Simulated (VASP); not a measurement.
**KI: single point with PBE**

Crystal: KI.

```xyz
2
Lattice="0.0000 3.4915 3.5873 3.4915 0.0000 3.5873 3.4915 3.4915 0.0000" Properties=species:S:1:pos:R:3 pbc="T T T"
K     0.0000    0.0000   -0.1276
I     3.4915    3.4915    3.6266
```

| Item | Value |
| --- | --- |
| Program | VASP 6.6.1 |
| Task | single point |
| Functional | PBE |
| Potentials or basis | VASP PAW PBE potentials, release 64 (K_sv, I) |
| Cutoff | 520 eV |
| k mesh | 6 × 6 × 6 |
| Occupations | gaussian, width 0.05 eV |
| Spin | no spin polarisation |
| Dipole correction | no |
| Further INCAR settings | ALGO = Normal; EDIFF = 1e-07; NBANDS = 15 |

- Pressure: 0.8 GPa
- Largest force: 0.147 eV/Å
- Band gap on the k mesh: 3.99 eV, direct

Forces on the atoms (eV/Å):
```
K    0.000  0.000  0.147
I    0.000  0.000 -0.147
```

Stress tensor (GPa, compression positive):
```
0.96 0.00 0.00
0.00 0.96 0.00
0.00 0.00 0.62
```

Levels at points of the mesh, in eV from the valence-band top:
```tsv
k point	band 6	band 7	band 8	band 9	band 10	band 11
(0.00, 0.00, 0.00)	-0.01	0.00	0.00	3.99	6.40	6.57
(0.50, 0.00, 0.00)	-1.33	-0.34	-0.33	5.53	7.64	8.12
(0.50, 0.50, 0.00)	-1.02	-0.34	-0.34	4.94	5.79	8.09
(0.50, 0.00, 0.50)	-1.00	-0.41	-0.37	4.94	5.79	8.14
```

Run time: 93 s on 1 thread of AMD EPYC 7R13 Processor (Zen 3) (shared host), peak memory 0.22 GiB.

Caveat: spin-orbit coupling is left out, which moves the levels of the heavy elements. Expect the measured gap to be larger: semilocal functionals such as PBE lack the derivative discontinuity.
